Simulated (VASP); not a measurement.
A run of VASP 6.6.1:

File INCAR:

```
PREC     = Accurate       # precision mode
ENCUT    = 520            # plane-wave cutoff, eV
EDIFF    = 1E-7           # SCF threshold, eV
ISMEAR   = -1             # smearing method
SIGMA    = 0.02           # smearing width, eV
LREAL    = F              # projectors in reciprocal space
LASPH    = T              # aspherical terms in the spheres
NELM     = 60             # most SCF steps
ALGO     = Normal         # electronic algorithm
ISIF     = 2              # what is computed and relaxed
LWAVE    = F              # write WAVECAR
LCHARG   = F              # write CHGCAR
GGA      = PE             # functional
NBANDS   = 16             # bands
```

File KPOINTS:

```
Automatic mesh
0
Gamma
  12 12 4
```

File POSCAR:

```
MgS
1.0
    4.0537796510      0.0000000000      0.0000000000
   -2.0268898255      3.5106761591      0.0000000000
    0.0000000000      0.0000000000      6.4914992411
Mg S
2 2
Direct
    0.3333333333      0.6666666667     -0.0029409512
    0.6666666667      0.3333333333      0.4970590488
    0.3333333333      0.6666666667      0.3779409512
    0.6666666667      0.3333333333      0.8779409512
```

Potentials or basis: VASP PAW PBE potentials, release 64 (Mg, S).

Launch:

```bash
$ cat potpaw_PBE.64/Mg/POTCAR potpaw_PBE.64/S/POTCAR > POTCAR
$ mpirun -np 1 vasp_std > vasp.out
```

Hardware: 1 thread of Intel Xeon 8259CL, on a shared host.

**Question.** Estimate the wall time of this run.

**Answer.** Run time: 2.1 min on 1 thread of Intel Xeon 8259CL, on a shared host, peak memory 0.24 GiB. Counts: scf iterations 14, k points 57.
